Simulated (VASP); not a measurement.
Runs of VASP 6.6.1 on RbBr. The structure is that of space group Fm-3m (No. 225), or close to it. The cells are those of the table. 

| task | cell | cutoff (eV) | smearing | gap on the mesh (eV) | pressure (GPa) |
| --- | --- | --- | --- | --- | --- |
| single point | a = 4.861 Å, angles 60.0°, 2 atoms | 520 | gaussian 0.02 eV | (b) | 0.9 |
| single point | a = 4.962 Å, angles 60.0°, 2 atoms | 520 | gaussian 0.01 eV | 4.19 | 0.0 |
| single point | a = 4.962 Å, angles 60.0°, 2 atoms | 520 | gaussian 0.02 eV | 4.19 | 0.0 |
| single point | a = 4.755 Å, angles 60.0°, 2 atoms | 500 | gaussian 0.02 eV | 4.51 | 2.1 |
| single point | a = 4.808 Å, angles 60.0°, 2 atoms | 500 | gaussian 0.02 eV | 4.42 | 1.4 |
| single point | a = 5.122 Å, angles 60.0°, 2 atoms | 520 | gaussian 0.02 eV | 3.97 | (a) |
| relaxation of cell and atoms | relaxed from a = 4.962 Å, angles 60.0°, 2 atoms | 600 | gaussian 0.01 eV | 4.18 | 0.0 |
| single point | a = 5.059 Å, angles 60.0°, 2 atoms | 500 | gaussian 0.02 eV | 4.06 | -0.6 |
| single point | a = 4.847 Å, angles 60.0°, 2 atoms | 500 | gaussian 0.02 eV | 4.36 | 1.0 |
| single point | a = 5.011 Å, angles 60.0°, 2 atoms | 520 | gaussian 0.02 eV | 4.12 | -0.3 |
| single point | a = 4.912 Å, angles 60.0°, 2 atoms | 520 | gaussian 0.02 eV | 4.26 | 0.4 |

Alike in all rows: level PBE; potentials or basis VASP PAW PBE potentials, release 64 (Rb_sv, Br); no spin polarisation; k mesh 6 × 6 × 6.

**Question.** Estimate the missing entries.

**Answer.** (a) -0.9; (b) 4.34.

A k mesh can miss the band edges, and the runs leave out spin-orbit coupling on Br, Rb.
